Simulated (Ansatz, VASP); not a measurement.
## Two plane-wave programs on GaN

```
Ga N
1.0
     3.18310    0.00000    0.00000
    -1.59155    2.75665    0.00000
     0.00000    0.00000    5.18358
Ga N
2 2
Direct
  0.33333 0.66667 0.99911
  0.66667 0.33333 0.49911
  0.33333 0.66667 0.37589
  0.66667 0.33333 0.87589
```

Alike in both runs: functional r2SCAN; k mesh 10 × 10 × 6; occupations fermi-dirac, width 0.08 eV; no spin polarisation.

Ansatz relaxed the structure, and its values are those at the end. VASP's run is a single point on that final structure, the one shown.

```csv
,VASP,Ansatz
version,VASP 6.6.1,Ansatz 0.2.0
potentials or method,"VASP PAW PBE potentials, release 64 (Ga_d, N)","PAW with Ansatz's default frozen-core files, scalar-relativistic"
plane-wave cutoff (eV),520,500
valence electrons in the cell,36,36
```

|  | VASP | Ansatz | Ansatz less VASP |
| --- | --- | --- | --- |
| pressure (GPa) | 1.1 | 0.0 | -1.08 |
| rms of the force components (eV/Å) | 0.003 | 0.000 | -0.0030 |

VASP's potentials were made for PBE, not for r2SCAN. The functional is the same, so the differences come from potentials, cutoffs and numerics.
